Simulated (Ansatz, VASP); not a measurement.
## One calculation of CdTe, two programs

The input INCAR:

```
ALGO = Normal ; EDIFF = 1E-6
ENCUT = 500 ; GGA = PE
GGA_COMPAT = False ; ISIF = 2
ISMEAR = 0 ; LASPH = True
LCHARG = False ; LREAL = False
LWAVE = False ; NBANDS = 16
NELM = 120 ; PREC = Accurate
SIGMA = 0.01
```

KPOINTS

```
k-points
0
Gamma
  5 5 5
```

POSCAR

```
CdTe
1.0
    0.0000000000      3.2262257841      3.2262257841
    3.2262257841      0.0000000000      3.2262257841
    3.2262257841      3.2262257841      0.0000000000
Cd Te
1 1
Direct
    0.0000000000      0.0000000000      0.0000000000
    0.2500000000      0.2500000000      0.2500000000
```

Input for Ansatz:

```yaml
crystal:
  lattice:
    - [0.0, 3.2262257841401625, 3.2262257841401625]
    - [3.2262257841401625, 0.0, 3.2262257841401625]
    - [3.2262257841401625, 3.2262257841401625, 0.0]
  atoms:
    - { symbol: Cd, position: [0.0, 0.0, 0.0] }
    - { symbol: Te, position: [0.25, 0.25, 0.25] }
kpoints:
  mp_grid:
    grid: [5, 5, 5]
hamiltonian:
  xc: pbe
  pseudopotentials:
    kind: nc
scf:
  max_iter: 150
  occupations:
    method: fixed
output:
  stress: true
```

Alike in both runs: task single point; functional PBE; k mesh 5 × 5 × 5; no spin polarisation.

|  | VASP | Ansatz |
| --- | --- | --- |
| version | VASP 6.6.1 | Ansatz 0.2.0 |
| potentials or method | VASP PAW PBE potentials, release 64 (Cd, Te) | plane waves, norm-conserving potentials |
| plane-wave cutoff (eV) | 500 | 1120 |
| occupations | gaussian, width 0.01 eV | fixed |
| valence electrons in the cell | 18 | 36 |

|  | VASP | Ansatz | Ansatz less VASP |
| --- | --- | --- | --- |
| pressure (GPa) | 3.4 | 3.3 | -0.11 |

VASP's potentials hold 18 valence electrons a cell and Ansatz's 36, so a difference there can come from the potentials and not from the codes.

Spin-orbit coupling is off throughout.
